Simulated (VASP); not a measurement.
Wanted: the native input for a VASP 6.6.1 run.

| Item | Value |
| --- | --- |
| Task | electric field gradients |
| Functional | PBEsol |
| Potentials or basis | VASP PAW PBE potentials, release 64 (Si, W_sv) |
| Cutoff | 520 eV |
| k mesh | 18 × 18 × 18 |
| Occupations | fermi-dirac, width 0.03 eV |
| Spin | no spin polarisation |
| Dipole correction | no |
| Further INCAR settings | ALGO = Normal; EDIFF = 1e-08; NBANDS = 18 |

The structure of Si2W lies in POSCAR:

```
Si2W
1.0
   -1.6614600000      1.5826600000      3.9400000000
    1.5826600000     -1.6614600000      3.9400000000
    1.6293400000      1.6293400000     -3.9721200000
Si W
2 1
Direct
    0.3330000000      0.3330000000      0.0000000000
    0.6670000000      0.6670000000      0.0000000000
    0.0000000000      0.0000000000      0.0000000000
```

This cell differs from its parent crystal: equal xy, yz and zx shear strains of -2 %.

The input as run:

INCAR

```
PREC = Accurate
ENCUT = 520
EDIFF = 1E-8
ISMEAR = -1
SIGMA = 0.03
LREAL = False
LASPH = True
NELM = 100
ALGO = Normal
ISIF = 2
LWAVE = False
LCHARG = False
GGA = PS
LEFG = True
NBANDS = 18
KPAR = 4
```

KPOINTS

```
Automatic mesh
0
Gamma
  18 18 18
```

Potentials or basis: VASP PAW PBE potentials, release 64 (Si, W_sv).

Launch:

```console
$ cat potpaw_PBE.64/Si/POTCAR potpaw_PBE.64/W_sv/POTCAR > POTCAR
$ mpirun -np 4 vasp_std > vasp.out
```

It gave:

```json
{
 "Pressure": "-2.9 GPa",
 "Largest force": "0.265 eV/Å",
 "Band gap on the k mesh": "zero (bands 11 and 12 overlap by 1.26 eV)",
 "Largest electric field gradient by atom": "Si -11.5; W -135.0 V/Å²"
}
```

Caveat: the cell differs from its parent crystal (equal xy, yz and zx shear strains of -2 %); without QUAD_EFG the Cq values of the log hold for a quadrupole moment of 1 mb, not for the nuclei; the PAW data sets were made with another functional, which shifts forces and pressure a little; spin-orbit coupling is left out, which moves the levels of the heavy elements.

Run time: 6.1 min on 4 MPI ranks on Intel(R) Xeon(R) Platinum 8259CL CPU @ 2.50GHz (Skylake/Cascade Lake), with other jobs on the host, peak memory 1.1 GiB a rank.
